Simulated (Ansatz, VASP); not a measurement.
One calculation of ZnHg, two programs

```
CELL_PARAMETERS angstrom
3.40132 0.00000 0.00000
-1.70066 2.94563 0.00000
0.00000 0.00000 4.20201
ATOMIC_POSITIONS crystal
Zn 0.66667 0.33333 0.50000
Hg 0.33333 0.66667 0.00000
```

Alike in both runs: functional PBE; k mesh 15 × 15 × 10; occupations gaussian, width 0.1 eV; no spin polarisation.

Ansatz relaxed the structure, and its values are those at the end. VASP's run is a single point on that final structure, the one shown.

|  | VASP | Ansatz |
| --- | --- | --- |
| version | VASP 6.6.1 | Ansatz 0.2.0 |
| potentials or method | VASP PAW PBE potentials, release 64 (Zn, Hg), cutoff 500 eV | scalar-relativistic, plane waves, PAW |
| valence electrons in the cell | 24 | 32 |

```csv
,VASP,Ansatz,Ansatz less VASP
gap on the k mesh at the Fermi level (eV),none,none,-
pressure (GPa),0.2,0.0,-0.24
```

A gap of «none» marks a metal or a gap that the smearing closes. VASP's potentials hold 24 valence electrons a cell and Ansatz's 32, so a difference there can come from the potentials and not from the codes.

Neither program's run includes spin-orbit coupling.
